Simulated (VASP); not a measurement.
Set up this calculation in VASP 6.6.1, as the native input.

```
Task                   : single point
Functional             : PBEsol
Potentials or basis    : VASP PAW PBE potentials, release 64 (F)
Cutoff                 : 520 eV
k mesh                 : 4 × 4 × 2
Occupations            : gaussian, width 0.05 eV
Spin                   : no spin polarisation
Dipole correction      : no
Further INCAR settings : ALGO = Normal; EDIFF = 1e-07; NBANDS = 22
```

The structure of F lies in POSCAR:

```
F
1.0
    2.9801222909     -1.7127784174     -0.2298527401
    2.9801222909      1.7127784174     -0.2298527401
   -2.2408243099      0.0000000000      6.8592084052
F
4
Direct
    0.0848459664      0.0848459664      0.0820156542
    0.9151540336      0.9151540336      0.9179843458
    0.5015719855      0.5015719855      0.5937195244
    0.4984280145      0.4984280145      0.4062804756
```

These files were run (other wordings do the same):

INCAR

```
SYSTEM = F
PREC = Accurate
ENCUT = 520
EDIFF = 1E-7
ISMEAR = 0
SIGMA = 0.05
LREAL = .FALSE.
LASPH = .TRUE.
NELM = 60
ALGO = Normal
ISIF = 2
LWAVE = .FALSE.
LCHARG = .TRUE.
GGA = PS
LELF = .TRUE.
LVHAR = .TRUE.
NBANDS = 22
```

KPOINTS

```
Automatic mesh
0
G
  4 4 2
  0 0 0
```

Potentials or basis: VASP PAW PBE potentials, release 64 (F).

Run with:

```sh
$ cat potpaw_PBE.64/F/POTCAR > POTCAR
$ mpirun -np 1 vasp_std > vasp.out
```

It gave:

```
Pressure               : 14.7 GPa
Largest force          : 12.300 eV/Å
Band gap on the k mesh : 3.54 eV, indirect (least direct gap 3.60 eV)
```

Caveat: the k points lie up to 0.54 Å⁻¹ apart; the standard files for N, O and F lose accuracy on very short bonds; the PAW data sets were made with another functional, which shifts forces and pressure a little.

It took 11 s on 1 thread of Intel(R) Xeon(R) 6975P-C (Granite Rapids) (shared host), peak memory 0.17 GiB.
